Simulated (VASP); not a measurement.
Wanted: the native input for a VASP 6.6.1 run.

- Task: single point
- Functional: PBE
- Potentials or basis: VASP PAW PBE potentials, release 64 (Ta_pv, N)
- Cutoff: 700 eV
- k mesh: 7 × 7 × 7, shifted
- Occupations: fermi-dirac, width 0.2 eV
- Spin: no spin polarisation
- Dipole correction: no
- Mended: yes
- Further INCAR settings: ALGO = Normal; EDIFF = 1e-06; NBANDS = 15; ISYM = -1

The structure of TaN lies in POSCAR:

```
TaN
1.0
    0.0000000000      2.1790000000      2.1790000000
    2.1790000000      0.0000000000      2.1790000000
    2.1790000000      2.1790000000      0.0000000000
Ta N
1 1
Direct
    0.5000000000      0.5000000000      0.5000000000
   -0.0229463056      0.0229463056     -0.0229463056
```

The input as run:

INCAR

```
PREC = Accurate
ENCUT = 700
EDIFF = 1E-6
ISMEAR = -1
SIGMA = 0.2
LREAL = False
LASPH = True
NELM = 120
ALGO = Normal
ISIF = 2
LWAVE = False
LCHARG = False
GGA = PE
NBANDS = 15
ISYM = -1
GGA_COMPAT = False
```

KPOINTS

```
explicit points
172
Reciprocal
  0.07142857   0.07142857   0.07142857 2
  0.07142857   0.07142857   0.21428571 2
  0.07142857   0.07142857   0.35714286 2
  0.07142857   0.07142857   0.50000000 2
  0.07142857   0.07142857   0.64285714 2
  0.07142857   0.07142857   0.78571429 2
[... 164 lines left out ...]
  0.50000000   0.50000000   0.35714286 2
  0.50000000   0.50000000   0.50000000 1
```

Potentials or basis: VASP PAW PBE potentials, release 64 (Ta_pv, N).

The run is started by

```console
$ cat potpaw_PBE.64/Ta_pv/POTCAR potpaw_PBE.64/N/POTCAR > POTCAR
$ mpirun -np 1 vasp_std > vasp.out
```

Results of the run:

```
Pressure               : 18.0 GPa
Largest force          : 0.970 eV/Å
Band gap on the k mesh : zero (bands 8 and 9 overlap by 3.72 eV)
```

Caveat: the cell stands under pressure; spin-orbit coupling is left out, which moves the levels of the heavy elements.

Run time: 52 s on 1 thread of Intel(R) Xeon(R) Platinum 8488C (Sapphire Rapids), on a shared host, peak memory 0.23 GiB.
